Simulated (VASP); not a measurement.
Input of a VASP 6.6.1 run:

INCAR

```
PREC = Accurate
ENCUT = 520
EDIFF = 1E-6
ISMEAR = 0
SIGMA = 0.15
LREAL = F
LASPH = T
NELM = 60
ALGO = Fast
ISIF = 2
LWAVE = F
LCHARG = F
GGA = PS
NBANDS = 12
```

Contents of KPOINTS:

```
regular mesh
0
Gamma
  22 22 22
```

Contents of POSCAR:

```
Au
1.0
    0.0000000000      2.3613572597      1.5348822188
    2.3613572597      0.0000000000      1.5348822188
    2.3613572597      2.3613572597      0.0000000000
Au
1
Direct
    0.0000000000      0.0000000000      0.0000000000
```

Potentials or basis: VASP PAW PBE potentials, release 64 (Au).

Command:

```console
$ cat potpaw_PBE.64/Au/POTCAR > POTCAR
$ mpirun -np 1 vasp_std > vasp.out
```

Task: Predict the pressure.

Result: -0.8 GPa.

Task: Estimate the band gap on the k mesh.

Result: Zero (an odd number of electrons rules out a gap without spin polarisation).

Stress tensor (GPa, compression positive):
```
-0.57  0.00  0.00
 0.00 -0.57  0.00
 0.00  0.00 -1.22
```

Caveat: the PAW data sets were made with another functional, which shifts forces and pressure a little; spin-orbit coupling is left out, which moves the levels of the heavy elements.
